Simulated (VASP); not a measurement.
# K: single point with PBE

The system is K.

```xyz
2
Lattice="0.0000 4.0444 4.0444 4.0444 0.0000 4.0444 4.0444 4.0444 0.0000" Properties=species:S:1:pos:R:3 pbc="T T T"
K     2.0222    2.0222    2.0222
K     6.0666    6.0666    6.0666
```

```
Program             : VASP 6.6.1
Task                : single point
Functional          : PBE
Potentials or basis : VASP PAW PBE potentials, release 64 (K_sv)
Cutoff              : 400 eV
k mesh              : 6 × 6 × 6
Occupations         : gaussian, width 0.1 eV
Spin                : no spin polarisation
```

```json
{
 "Pressure": "0.7 GPa",
 "Band gap on the k mesh": "zero (bands 9 and 10 overlap by 0.78 eV)"
}
```

Levels at points of the mesh, in eV from the Fermi level:
| k point | band 6 | band 7 | band 8 | band 9 | band 10 | band 11 | band 12 | band 13 |
| --- | --- | --- | --- | --- | --- | --- | --- | --- |
| (0.00, 0.00, 0.00) | -15.73 | -15.73 | -15.73 | -2.34 | 2.23 | 2.23 | 2.23 | 2.88 |
| (0.50, 0.00, 0.00) | -15.79 | -15.79 | -15.79 | -0.48 | -0.48 | 2.86 | 2.86 | 2.86 |
| (0.50, 0.50, 0.00) | -15.72 | -15.72 | -15.70 | -0.02 | 0.16 | 0.95 | 2.33 | 2.48 |

It took 14 s on 1 thread of Intel(R) Xeon(R) Platinum 8559C (Emerald Rapids) (shared host), peak memory 0.23 GiB.
